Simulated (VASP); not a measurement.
Write the native input for VASP 6.6.1 that does the following.

```
Task                   : single point
Functional             : LDA
Potentials or basis    : VASP PAW LDA potentials, release 64 (Te, Sn_d)
Cutoff                 : 520 eV
k mesh                 : 6 × 6 × 6
Occupations            : methfessel-paxton, width 0.05 eV
Spin                   : no spin polarisation
Dipole correction      : no
Further INCAR settings : ALGO = Normal; EDIFF = 1e-07; NBANDS = 32
```

The structure of Sn3Te lies in POSCAR:

```
Sn3Te
1.0
    4.8656220000      0.0000000000      0.0000000000
    0.0000000000      4.8656220000      0.0000000000
    0.0000000000      0.0000000000      4.8656220000
Te Sn
1 3
Direct
    0.0000000000      0.0000000000      0.0000000000
    0.0000000000      0.5000000000      0.5000000000
    0.5000000000      0.0000000000      0.5000000000
    0.5000000000      0.5000000000      0.0000000000
```

One way to write it, as run:

INCAR

```
SYSTEM = Sn3Te
PREC = Accurate
ENCUT = 520
EDIFF = 1E-7
ISMEAR = 1
SIGMA = 0.05
LREAL = .False.
LASPH = .True.
NELM = 100
ALGO = Normal
ISIF = 2
LWAVE = .False.
LCHARG = .False.
GGA = CA
NBANDS = 32
```

KPOINTS

```
regular mesh
0
Gamma
  6 6 6
  0 0 0
```

Potentials or basis: VASP PAW LDA potentials, release 64 (Te, Sn_d).

Run with:

```console
$ cat potpaw_LDA.64/Te/POTCAR potpaw_LDA.64/Sn_d/POTCAR > POTCAR
$ mpirun -np 1 vasp_std > vasp.out
```

It gave:

```json
{"Pressure": "-3.5 GPa", "Band gap on the k mesh": "zero (band 24 reaches 10.19 eV, above the bottom of band 25 at 7.06 eV)"}
```

Caveat: spin-orbit coupling is left out, which moves the levels of the heavy elements.

Wall time 43 s on 1 thread of Intel(R) Xeon(R) Platinum 8175M CPU @ 2.50GHz (Skylake/Cascade Lake), with other jobs on the host, peak memory 0.2 GiB.
